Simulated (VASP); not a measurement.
Write the native input for VASP 6.6.1 that does the following.

- Task: single point
- Functional: PBE
- Potentials or basis: VASP PAW PBE potentials, release 64 (Ni_sv_GW, O)
- Cutoff: 700 eV
- k mesh: 20 × 20 × 16
- Occupations: gaussian, width 0.1 eV
- Spin: no spin polarisation
- Dipole correction: no
- Further INCAR settings: ALGO = Normal; EDIFF = 1e-06; NBANDS = 19

The structure of NiO lies in POSCAR:

```
NiO
1.0
    2.8315060721      0.0000000000      0.0000000000
    0.0000000000      2.8315060721      0.0000000000
    0.0000000000      0.0000000000      3.3569798569
Ni O
1 1
Direct
    0.0000000000      0.0000000000      0.5000000000
    0.0000000000      0.0000000000      0.0000000000
```

The cell was generated, and may not be a known phase.

The input as run:

INCAR

```
SYSTEM = NiO
PREC = Accurate
ENCUT = 700
EDIFF = 1E-6
ISMEAR = 0
SIGMA = 0.1
LREAL = .FALSE.
LASPH = .TRUE.
NELM = 120
ALGO = Normal
ISIF = 2
LWAVE = .FALSE.
LCHARG = .FALSE.
GGA = PE
NBANDS = 19
GGA_COMPAT = .FALSE.
```

KPOINTS

```
Automatic mesh
0
G
  20 20 16
  0 0 0
```

Potentials or basis: VASP PAW PBE potentials, release 64 (Ni_sv_GW, O).

Launch:

```console
$ cat potpaw_PBE.64/Ni_sv_GW/POTCAR potpaw_PBE.64/O/POTCAR > POTCAR
$ mpirun -np 1 vasp_std > vasp.out
```

It gave:

```json
{
 "Pressure": "-0.4 GPa",
 "Band gap on the k mesh": "zero (bands 12 and 13 overlap by 2.10 eV)"
}
```

Caveat: the run has no spin polarisation, though such a crystal can be magnetic; semilocal functionals often make such compounds metallic where correlation or magnetic order opens a gap, which also shifts bond lengths.

Run time: 3.6 min on 1 thread of Intel(R) Xeon(R) Platinum 8488C (Sapphire Rapids), with other jobs on the host, peak memory 0.63 GiB.
